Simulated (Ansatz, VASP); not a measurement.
**One calculation of BN, two programs**

```
B N
1.0
     1.25384   -3.33948    0.00000
     2.50768    0.00000    0.00000
     1.88076   -0.55658    8.67533
B N
4 4
Direct
  0.86111 0.44443 0.83335
  0.98611 0.44443 0.08335
  0.94444 0.77776 0.33335
  0.90277 0.11110 0.58335
  0.97223 0.88894 0.16660
  0.93057 0.22227 0.41660
  0.88890 0.55560 0.66660
  0.84723 0.88894 0.91660
```

Alike in both runs: task single point; functional PBE; dispersion D3(BJ); k mesh 7 × 9 × 3; occupations gaussian, width 0.05 eV; no spin polarisation.

|  | VASP | Ansatz |
| --- | --- | --- |
| version | VASP 6.6.1 | Ansatz 0.2.0 |
| potentials or method | VASP PAW PBE potentials, release 64 (B, N), cutoff 520 eV | scalar-relativistic, plane waves, PAW |
| valence electrons in the cell | 32 | 32 |

VASP gave:

| Quantity | Value |
| --- | --- |
| gap on the k mesh at the Fermi level (eV) | 3.04 |
| least direct gap on the mesh (eV) | 3.29 |
| pressure (GPa) | -2.3 |
| traceless stress, the component that is largest in VASP (GPa) | 17.20 |
| rms of the force components (eV/Å) | 1.381 |

Question: What did Ansatz give for the same quantities?

Answer: gap on the k mesh at the Fermi level (eV): 3.04; least direct gap on the mesh (eV): 3.30; pressure (GPa): -2.4; traceless stress, the component that is largest in VASP (GPa): 17.17; rms of the force components (eV/Å): 1.381.

Atom by atom the forces differ by 0.004 eV/Å (rms over components).
